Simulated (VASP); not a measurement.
# Mg2Si3N3 (R-3m) in VASP: single point with PBE

Aim: the single point of Mg2Si3N3 with PBE.

Program: VASP 6.6.1. These are calculated values, not measurements. Logs are shortened: lines on timing, memory, paths and dates and some standing lists are left out, and cuts for length are marked.

**1. The cell of the first run**

The structure is trigonal, space group R-3m (No. 166). The conventional cell has a = 5.577 Å, b = 5.577 Å, c = 13.836 Å, α = 90.00°, β = 90.00°, γ = 120.00°. Within 2.7 Å of Mg (site symmetry 3m) lie 1 N at 1.95 Å and 3 Si at 2.63 Å. Within 3.5 Å of Si (site symmetry 2/m) lie 2 Mg at 2.63 Å and 4 Si at 2.79 Å and 6 N at 2.81 to 2.85 Å. Within 1.6 Å of N (site symmetry 3m) lie 1 N at 1.16 Å. N (site symmetry -3m) has 6 Si at 2.81 Å and 6 Mg at 3.23 Å and 6 N at 3.65 Å within 3.7 Å.

The cell was generated, and may not be a known phase.

**2. Single point, PBE**

INCAR reads:

```
PREC = Accurate ; ENCUT = 840
EDIFF = 1E-6 ; ISMEAR = 0
SIGMA = 0.2 ; LREAL = F
LASPH = T ; NELM = 120
ALGO = Normal ; ISIF = 2
LWAVE = F ; LCHARG = F
GGA = PE ; NBANDS = 34
GGA_COMPAT = F
```

KPOINTS reads:

```
regular mesh
0
Gamma
  4 4 4
```

POSCAR reads:

```
Mg2Si3N3
1.0
    2.7886964034      1.6100546192      4.6121579304
   -2.7886964034      1.6100546192      4.6121579304
    0.0000000000     -3.2201092384      4.6121579304
Mg Si N
2 3 3
Direct
    0.3170570042      0.3170570042      0.3170570042
    0.6829429958      0.6829429958      0.6829429958
    0.0000000000      0.0000000000      0.5000000000
    0.5000000000      0.0000000000      0.0000000000
    0.0000000000      0.5000000000      0.0000000000
    0.5419390382      0.5419390382      0.5419390382
    0.4580609618      0.4580609618      0.4580609618
    0.0000000000      0.0000000000      0.0000000000
```

Potentials or basis: VASP PAW PBE potentials, release 64 (Mg_sv, Si, N).

The run is started by

```console
$ cat potpaw_PBE.64/Mg_sv/POTCAR potpaw_PBE.64/Si/POTCAR potpaw_PBE.64/N/POTCAR > POTCAR
$ mpirun -np 1 vasp_std > vasp.out
```

OUTCAR:

```text
PREC = Accurate
   ENCUT = 840
   EDIFF = 1E-6
   ISMEAR = 0
   LREAL = F
   LASPH = T
   NELM = 120
   ISIF = 2
   GGA = PE

 ion  position               nearest neighbor table
   1  0.317  0.317  0.317-   7 1.95   5 2.63   4 2.63   3 2.63
   2  0.683  0.683  0.683-   6 1.95   5 2.63   4 2.63   3 2.63
   3  0.000  0.000  0.500-   1 2.63   2 2.63   4 2.79   5 2.79   5 2.79   4 2.79
   4  0.500  0.000  0.000-   1 2.63   2 2.63   5 2.79   5 2.79   3 2.79   3 2.79
   5  0.000  0.500  0.000-   1 2.63   2 2.63   4 2.79   4 2.79   3 2.79   3 2.79
   6  0.542  0.542  0.542-   7 1.16   2 1.95
   7  0.458  0.458  0.458-   6 1.16   1 1.95
   8  0.000  0.000  0.000-

  LATTYP: Found a trigonal (rhomboedric) cell.
 ALAT       =     5.6250426027
 COS(alpha) =     0.5084351317

  Lattice vectors:

 A1 = (   2.7886964034,   1.6100546192,   4.6121579304)
 A2 = (  -2.7886964034,   1.6100546192,   4.6121579304)
 A3 = (   0.0000000000,  -3.2201092384,   4.6121579304)

Analysis of symmetry for initial positions (statically):
=====================================================================
 Subroutine PRICEL returns:
 Original cell was already a primitive cell.

 Routine SETGRP: Setting up the symmetry group for a
 trigonal (rhombohedral) supercell.

 Subroutine GETGRP returns: Found 12 space group operations
 (whereof 12 operations were pure point group operations)
 out of a pool of 12 trial point group operations.

The static configuration has the point symmetry D_3d.

Analysis of symmetry for dynamics (positions and initial velocities):
=====================================================================
 Subroutine PRICEL returns:
 Original cell was already a primitive cell.

 Routine SETGRP: Setting up the symmetry group for a
 trigonal (rhombohedral) supercell.

 Subroutine GETGRP returns: Found 12 space group operations
 (whereof 12 operations were pure point group operations)
 out of a pool of 12 trial point group operations.

The dynamic configuration has the point symmetry D_3d.

 Subroutine INISYM returns: Found 12 space group operations
 (whereof 12 operations are pure point group operations),
 and found     1 'primitive' translations

----------------------------------------------------------------------------------------

                                     Primitive cell

  volume of cell :     124.2502

  direct lattice vectors                    reciprocal lattice vectors
     2.788696403  1.610054619  4.612157930     0.179295243  0.103516157  0.072272749
    -2.788696403  1.610054619  4.612157930    -0.179295243  0.103516157  0.072272749
     0.000000000 -3.220109238  4.612157930     0.000000000 -0.207032314  0.072272749

  length of vectors
     5.625042603  5.625042603  5.625042603     0.219284585  0.219284585  0.219284585

  position of ions in fractional coordinates (direct lattice)
     0.317057004  0.317057004  0.317057004
     0.682942996  0.682942996  0.682942996
     0.000000000  0.000000000  0.500000000
     0.500000000  0.000000000  0.000000000
     0.000000000  0.500000000  0.000000000
     0.541939038  0.541939038  0.541939038
     0.458060962  0.458060962  0.458060962
     0.000000000  0.000000000  0.000000000

  ion indices of the primitive-cell ions
   primitive index   ion index
                 1           1
                 2           2
                 3           3
                 4           4
                 5           5
                 6           6
                 7           7
                 8           8

----------------------------------------------------------------------------------------

 KPOINTS: regular mesh

Automatic generation of k-mesh.
 Grid dimensions read from file:
 generate k-points for:    4    4    4

 Generating k-lattice:

  Cartesian coordinates                     Fractional coordinates (reciprocal lattice)
     0.044823811  0.025879039  0.018068187     0.250000000  0.000000000  0.000000000
    -0.044823811  0.025879039  0.018068187     0.000000000  0.250000000  0.000000000
     0.000000000 -0.051758078  0.018068187     0.000000000  0.000000000  0.250000000

  Length of vectors
     0.054821146  0.054821146  0.054821146

  Shift w.r.t. Gamma in fractional coordinates (k-lattice)
     0.000000000  0.000000000  0.000000000

 Subroutine IBZKPT returns following result:
 ===========================================

 Found     13 irreducible k-points:

 Following reciprocal coordinates:
            Coordinates               Weight
  0.000000  0.000000  0.000000      1.000000
  0.250000  0.000000  0.000000      6.000000
  0.500000  0.000000  0.000000      3.000000
  0.250000  0.250000  0.000000      6.000000
  0.500000  0.250000 -0.000000     12.000000
 -0.250000  0.250000  0.000000      6.000000
  0.500000  0.500000  0.000000      3.000000
  0.250000  0.250000  0.250000      2.000000
  0.500000  0.250000  0.250000      6.000000
 -0.250000  0.250000  0.250000      6.000000
  0.500000  0.500000  0.250000      6.000000
 -0.250000  0.500000  0.250000      6.000000
  0.500000  0.500000  0.500000      1.000000
   k-points           NKPTS =     13   k-points in BZ     NKDIM =     13   number of bands    NBANDS=     34
   number of dos      NEDOS =    301   number of ions     NIONS =      8
   total plane-waves  NPLWV = 157464
   dimension x,y,z NGX =    54 NGY =   54 NGZ =   54
   dimension x,y,z NGXF=   108 NGYF=  108 NGZF=  108
   ions per type =               2   3   3
   NGX,Y,Z   is equivalent  to a cutoff of  15.96, 15.96, 15.96 a.u.
   NGXF,Y,Z  is equivalent  to a cutoff of  31.92, 31.92, 31.92 a.u.
 SYSTEM =  unknown system
   PREC   = accura    normal or accurate (medium, high low for compatibility)
   ISTART =      0    job   : 0-new  1-cont  2-samecut
   ICHARG =      2    charge: 1-file 2-atom 10-const
   ISPIN  =      1    spin polarized calculation?
   LNONCOLLINEAR =      F non collinear calculations
   LSORBIT =      F    spin-orbit coupling
   LASPH  =      T    aspherical Exc in radial PAW
   ENCUT  =  840.0 eV  61.74 Ry    7.86 a.u.  13.29 13.29 13.29*2*pi/ulx,y,z
   NELM   =    120;   NELMIN=  2; NELMDL= -5     # of ELM steps
   EDIFF  = 0.1E-05   stopping-criterion for ELM
   LREAL  =      F    real-space projection
   EDIFFG = 0.1E-04   stopping-criterion for IOM
   NSW    =      0    number of steps for IOM
   IBRION =     -1    ionic relax: 0-MD 1-quasi-New 2-CG
   NFREE  =      0    steps in history (QN), initial steepest desc. (CG)
   ISIF   =      2    stress and relaxation
   ISYM   =      2    0-nonsym 1-usesym 2-fastsym
   POTIM  = 0.5000    time-step for ionic-motion
   TEBEG  =    0.0;   TEEND  =   0.0 temperature during run
   PSTRESS=    0.0 pullay stress
   NELECT =      47.0000    total number of electrons
   NUPDOWN=      -1.0000    fix difference up-down
   EMIN   =  10.00;   EMAX   =-10.00  energy-range for DOS
   EFERMI =   0.00;   METHOD = LEGACY
   ISMEAR =     0;   SIGMA  =   0.20  broadening in eV -4-tet -1-fermi 0-gaus
   EFERMI_NEDOS =   21; number of points for ismear=-14 and -15
   IALGO  =     38    algorithm
   IMIX   =      4    mixing-type and parameters
     AMIX     =   0.40;   BMIX     =  1.00
     AMIX_MAG =   1.60;   BMIX_MAG =  1.00
  volume/ion in A,a.u.               =      15.53       104.81
  Fermi-wavevector in a.u.,A,eV,Ry     =   1.183973  2.237384 19.072530  1.401791
  Thomas-Fermi vector in A             =   2.320196
   LORBIT       =      0    0 simple, 1 ext, 2 COOP (PROOUT), +10 PAW based schemes
   GGA     = PE    functional components
   LHFCALC =     F    Hartree Fock is set to
   AEXX    =    0.0000 exact exchange contribution
   IVDW    =     0    specifies the selected vdW correction
   LEPSILON=     F    determine dielectric tensor
   LRPA    =     F    only Hartree local field effects (RPA)
 non-spin polarized calculation
 Gauss-broadening in eV      SIGMA  =   0.20
  energy-cutoff  :      840.00
  volume of cell :      124.25
 maximum number of plane-waves:      6882
 NGX is ok and might be reduce to    54
   NGX = 27   NGY = 27   NGZ = 27

 number of electron      47.0000005 magnetization

 Free energy of the ion-electron system (eV)
  ---------------------------------------------------
  ext. energy  EPLUGINS =         0.00000000
  ---------------------------------------------------
  free energy    TOTEN  =       -36.22504808 eV

  energy without entropy =      -36.15793474  energy(sigma->0) =      -36.19149141

 E-fermi :   5.0141     XC(G=0):  -9.8816

 val. band max:        4.9396119173   @ k =   0.5000   0.5000   0.0000
 cond. band min:       5.0325699054   @ k =   0.2500   0.2500   0.2500
 fundamental gap:      0.0929579881
 Fermi energy:         5.0141017885

 k-point     1 :       0.0000    0.0000    0.0000
  band No.  band energies     occupation
      1     -71.3137      2.00000
      2     -71.3125      2.00000
      3     -38.0954      2.00000
      4     -38.0954      2.00000
      5     -38.0868      2.00000
      6     -38.0868      2.00000
[... 26 lines left out ...]
     33      10.8100      0.00000
     34      12.0538      0.00000

 k-point     2 :       0.2500    0.0000    0.0000
  band No.  band energies     occupation
      1     -71.3135      2.00000
      2     -71.3127      2.00000
      3     -38.0957      2.00000
      4     -38.0945      2.00000
      5     -38.0877      2.00000
      6     -38.0865      2.00000
[... 26 lines left out ...]
     33      10.0034      0.00000
     34      11.0797      0.00000
[... 368 lines left out ...]
     33       9.5457      0.00000
     34       9.7880      0.00000

 k-point    13 :       0.5000    0.5000    0.5000
  band No.  band energies     occupation
      1     -71.3137      2.00000
      2     -71.3125      2.00000
      3     -38.0954      2.00000
      4     -38.0954      2.00000
      5     -38.0868      2.00000
      6     -38.0868      2.00000
[... 26 lines left out ...]
     33      10.9671      0.00000
     34      11.0165      0.00000

------------------------ aborting loop because EDIFF is reached ----------------------------------------

  FORCE on cell =-STRESS in cart. coord.  units (eV):
  Direction    XX          YY          ZZ          XY          YZ          ZX
  --------------------------------------------------------------------------------------
  -------------------------------------------------------------------------------------
  Total       -0.0723066     -0.0723066      0.7191475      0.0000000      0.0000000      0.0000000
  in kB       -0.9323763     -0.9323763      9.2732354      0.0000000      0.0000000      0.0000000
  external PRESSURE =       2.4694943 kB  Pullay stress =       0.0000000 kB

 VOLUME and BASIS-vectors are now :
 -----------------------------------------------------------------------------
  energy-cutoff  :      840.00
  volume of cell :      124.25
      direct lattice vectors                 reciprocal lattice vectors
     2.788696403  1.610054619  4.612157930     0.179295243  0.103516157  0.072272749
    -2.788696403  1.610054619  4.612157930    -0.179295243  0.103516157  0.072272749
     0.000000000 -3.220109238  4.612157930     0.000000000 -0.207032314  0.072272749

 POSITION                                       TOTAL-FORCE (eV/Angst)
 -----------------------------------------------------------------------------------
      0.00000      0.00000      4.38695        -0.000000     -0.000000      0.006411
      0.00000      0.00000      9.44952        -0.000000     -0.000000     -0.006411
      0.00000     -1.61005      2.30608        -0.000000     -0.000000      0.000000
      1.39435      0.80503      2.30608        -0.000000     -0.000000      0.000000
     -1.39435      0.80503      2.30608         0.000000     -0.000000      0.000000
      0.00000      0.00000      7.49853        -0.000000      0.000000      0.690178
      0.00000      0.00000      6.33795        -0.000000      0.000000     -0.690178
      0.00000      0.00000      0.00000         0.000000     -0.000000      0.000000
 -----------------------------------------------------------------------------------
    total drift:                               -0.000000     -0.000000      0.000000

  FREE ENERGIE OF THE ION-ELECTRON SYSTEM (eV)
  ---------------------------------------------------
  free  energy   TOTEN  =       -36.2250480760 eV

  energy  without entropy=      -36.1579347357  energy(sigma->0) =      -36.19149141
```

Wall time 3.3 min (1 thread of Intel Xeon Platinum 8259CL at 2.50GHz (Skylake/Cascade Lake), shared host); peak memory 0.43 GiB.

Results:

```
Free energy            : -36.2250 eV
Pressure               : 0.2 GPa
Largest force          : 0.690 eV/Å
Band gap on the k mesh : zero (an odd number of electrons rules out a gap without spin polarisation)
```

Forces in eV/Å, atoms in the order of the input:
```
Mg   0.000  0.000  0.006
Mg   0.000  0.000 -0.006
Si   0.000  0.000  0.000
Si   0.000  0.000  0.000
Si   0.000  0.000  0.000
N    0.000  0.000  0.690
N    0.000  0.000 -0.690
N    0.000  0.000  0.000
```

Caveat: the standard files for N, O and F lose accuracy on very short bonds; an odd number of electrons without spin polarisation forces a metal; a magnetic or distorted state may lie lower.

The gap in the log of VASP goes by the Fermi energy; the results here count the filled bands.